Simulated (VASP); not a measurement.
Set up this calculation in VASP 6.6.1, as the native input.

| Quantity | Value |
| --- | --- |
| Task | single point |
| Functional | LDA |
| Potentials or basis | VASP PAW LDA potentials, release 64 (Co) |
| Cutoff | 520 eV |
| k mesh | 24 × 24 × 12 |
| Occupations | gaussian, width 0.15 eV |
| Spin | collinear spin, ferromagnetic start |
| Starting moments | [0.55, 0.55] μB |
| Fixed moment | 1.1 μB |
| Dipole correction | no |
| Further INCAR settings | ALGO = Normal; EDIFF = 1e-06; NBANDS = 20 |

The structure of Co lies in POSCAR:

```
Co
1.0
    2.3593161362      0.0000000000      0.0000000000
   -1.1796580681      2.0432277095      0.0000000000
    0.0000000000      0.0000000000      3.8057344492
Co
2
Direct
    0.6666666667      0.3333333333      0.2500000000
    0.3333333333      0.6666666667      0.7500000000
```

These files were run (other wordings do the same):

INCAR

```
PREC = Accurate
ENCUT = 520
EDIFF = 1E-6
ISMEAR = 0
SIGMA = 0.15
LREAL = F
LASPH = T
NELM = 150
ALGO = Normal
ISIF = 2
LWAVE = F
LCHARG = F
ISPIN = 2
MAGMOM = 0.55 0.55
LORBIT = 11
NUPDOWN = 1.1
LMAXMIX = 4
GGA = CA
NBANDS = 20
```

KPOINTS

```
regular mesh
0
Gamma
  24 24 12
```

Potentials or basis: VASP PAW LDA potentials, release 64 (Co).

Command:

```bash
$ cat potpaw_LDA.64/Co/POTCAR > POTCAR
$ mpirun -np 1 vasp_std > vasp.out
```

It gave:

```
Pressure                                              : 17.1 GPa
Net moment                                            : 1.10 μB per cell
Site moments                                          : Co +0.54 μB
Valence electrons inside the program's atomic spheres : Co 8.66
```

Caveat: the total moment is fixed, so each spin has its own Fermi level.

Wall time 6.4 min on 1 thread of AMD EPYC 9755 128-Core Processor, with other jobs on the host, peak memory 0.26 GiB.
